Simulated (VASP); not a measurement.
Input of a VASP 6.6.1 run:

File INCAR:

```
SYSTEM = La3LuAs4
PREC     = Accurate       ! precision mode
ENCUT    = 520            ! plane-wave cutoff, eV
EDIFF    = 1E-6           ! SCF threshold, eV
ISMEAR   = -1             ! smearing method
SIGMA    = 0.03           ! smearing width, eV
LREAL    = .False.        ! projectors in reciprocal space
LASPH    = .True.         ! aspherical terms in the spheres
NELM     = 100            ! most SCF steps
ALGO     = Normal         ! electronic algorithm
ISIF     = 2              ! what is computed and relaxed
LWAVE    = .False.        ! write WAVECAR
LCHARG   = .False.        ! write CHGCAR
GGA      = PS             ! functional
NBANDS   = 49             ! bands
```

KPOINTS

```
regular mesh
0
Gamma
  6 6 6
  0 0 0
```

POSCAR

```
La3LuAs4
1.0
   -3.0033217243      3.0033217243      5.9853940338
    3.0033217243     -3.0033217243      5.9853940338
    3.0033217243      3.0033217243     -5.9853940338
La Lu As
3 1 4
Direct
    0.5000000000      0.5000000000      0.0000000000
    0.2500000000      0.7500000000      0.5000000000
    0.7500000000      0.2500000000      0.5000000000
    0.0000000000      0.0000000000      0.0000000000
    0.0000000000      0.5000000000      0.5000000000
    0.7588288801      0.7588288801      0.0000000000
    0.5000000000      0.0000000000      0.5000000000
    0.2411711199      0.2411711199      0.0000000000
```

Potentials or basis: VASP PAW PBE potentials, release 64 (La, Lu, As).

Command:

```bash
$ cat potpaw_PBE.64/La/POTCAR potpaw_PBE.64/Lu/POTCAR potpaw_PBE.64/As/POTCAR > POTCAR
$ mpirun -np 1 vasp_std > vasp.out
```

Q: What does it give for the largest force?

A: 0.016 eV/Å.

Q: Predict the band gap on the k mesh.

A: Zero (band 39 reaches 5.75 eV, above the bottom of band 40 at 5.41 eV).

Forces on the atoms (eV/Å):
```
La   0.000  0.000  0.000
La   0.000  0.000  0.000
La   0.000  0.000  0.000
Lu   0.000  0.000  0.000
As   0.000  0.000  0.000
As   0.000  0.000 -0.016
As   0.000  0.000  0.000
As   0.000  0.000  0.016
```

Caveat: the PAW data sets were made with another functional, which shifts forces and pressure a little; spin-orbit coupling is left out, which moves the levels of the heavy elements.
